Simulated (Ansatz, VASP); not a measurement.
# Cs: VASP beside Ansatz

```xyz
4
Lattice="5.2379 0.0000 0.0000 -2.6189 4.5361 0.0000 0.0000 0.0000 17.1068" Properties=species:S:1:pos:R:3 pbc="T T T"
Cs    0.0000    0.0000    0.0000
Cs    0.0000    0.0000    8.5534
Cs    0.0000    3.0241    4.2767
Cs    2.6189    1.5120   12.8301
```

Alike in both runs: task single point; functional PBEsol; k mesh 8 × 8 × 2; occupations fermi-dirac, width 0.1 eV; no spin polarisation.

|  | VASP | Ansatz |
| --- | --- | --- |
| version | VASP 6.6.1 | Ansatz 0.2.0 |
| potentials or method | VASP PAW PBE potentials, release 64 (Cs_sv), cutoff 520 eV | plane waves (420 eV) with PAW, scalar-relativistic |
| valence electrons in the cell | 36 | 36 |

```csv
,VASP,Ansatz,Ansatz less VASP
pressure (GPa),0.2,0.2,+0.01
```

VASP's potentials were made for PBE, not for PBEsol, and Ansatz warns of the same on its side. With one functional, cell and mesh, what is left measures potentials, basis and numerics.

Spin-orbit coupling is off throughout.
